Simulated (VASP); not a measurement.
Ti, 4 atoms in the cell. The cell holds a slab with vacuum, 4 atoms: a = 2.900 Å, b = 2.900 Å, c = 20.886 Å, α = 90.00°, β = 90.00°, γ = 120.00°. 

```yaml
Program: VASP 6.6.1
Task: relaxation of the atoms
Functional: PBEsol
Potentials_or_basis: VASP PAW PBE potentials, release 64 (Ti_sv)
Cutoff: 450 eV
k_mesh: 12 × 12 × 1
Occupations: gaussian, width 0.1 eV
Spin: no spin polarisation
Dipole_correction: yes
Atoms_held_fixed_from_0: "[0, 1]"
Further_INCAR_settings: ALGO = Normal; EDIFF = 1e-07; NELMDL = -8; IBRION = 2; EDIFFG = -0.03; NSW = 70
```

Potentials or basis: VASP PAW PBE potentials, release 64 (Ti_sv).

Launch:

```console
$ cat potpaw_PBE.64/Ti_sv/POTCAR > POTCAR
$ mpirun -np 1 vasp_std > vasp.out
```

Hardware: 1 thread of Intel Xeon 8259CL (shared host).

Question: Estimate the wall time of this run.

Answer: It took 11 min on 1 thread of Intel Xeon 8259CL, with other jobs on the host, peak memory 0.26 GiB. Counts: scf iterations 71, k points 19, ion steps 3.
